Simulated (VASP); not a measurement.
Crystal: Mg3Te.

```
Te Mg
1.0
    -2.13936    2.13936    5.28249
     2.13936   -2.13936    5.28249
     2.13936    2.13936   -5.28249
Te Mg
1 3
Direct
  0.00000 0.00000 0.00000
  0.25000 0.75000 0.50000
  0.75000 0.25000 0.50000
  0.50000 0.50000 0.00000
```

| Quantity | Value |
| --- | --- |
| Program | VASP 6.6.1 |
| Task | relaxation of cell and atoms |
| Functional | PBEsol |
| Potentials or basis | VASP PAW PBE potentials, release 64 (Te, Mg) |
| Cutoff | 600 eV |
| k mesh | 9 × 9 × 9 |
| Occupations | fermi-dirac, width 0.05 eV |
| Spin | no spin polarisation |

At the start: pressure -1.1 GPa; volume 24.18 Å³/atom.

Where does the relaxation end?

Over 10 steps the energy falls by 3.5 meV/atom and the volume is 23.37 Å³/atom (-3.4 %); space group I4/mmm (No. 139, to 0.1 Å) before and after.

Step by step:
```
step  energy change (eV)  largest force (eV/Å)  pressure (GPa)  volume (Å³)
   1              0.0000                0.0000           -1.08        96.71
   2             -0.0095                0.0000           -0.20        94.44
   3             -0.0099                0.0000            0.02        93.90
   4             -0.0107                0.0000            0.02        93.82
   5             -0.0129                0.0000            0.04        93.58
   6             -0.0136                0.0000            0.13        93.09
   7             -0.0140                0.0000            0.08        93.30
   8             -0.0140                0.0000            0.09        93.27
   9             -0.0140                0.0000           -0.10        93.68
  10             -0.0141                0.0000            0.00        93.46
```

Final structure:
```cif
data_structure
_symmetry_space_group_name_H-M 'P 1'
_symmetry_Int_Tables_number 1
_cell_length_a 5.9321
_cell_length_b 5.9321
_cell_length_c 5.9321
_cell_angle_alpha 137.706
_cell_angle_beta 137.706
_cell_angle_gamma 61.353
_cell_volume 93.46
loop_
_atom_site_label
_atom_site_type_symbol
_atom_site_fract_x
_atom_site_fract_y
_atom_site_fract_z
_atom_site_occupancy
Te1 Te 0.00000 0.00000 0.00000 1
Mg1 Mg 0.25000 0.75000 0.50000 1
Mg2 Mg 0.75000 0.25000 0.50000 1
Mg3 Mg 0.50000 0.50000 0.00000 1
```

Caveat: the PAW data sets were made with another functional, which shifts forces and pressure a little.
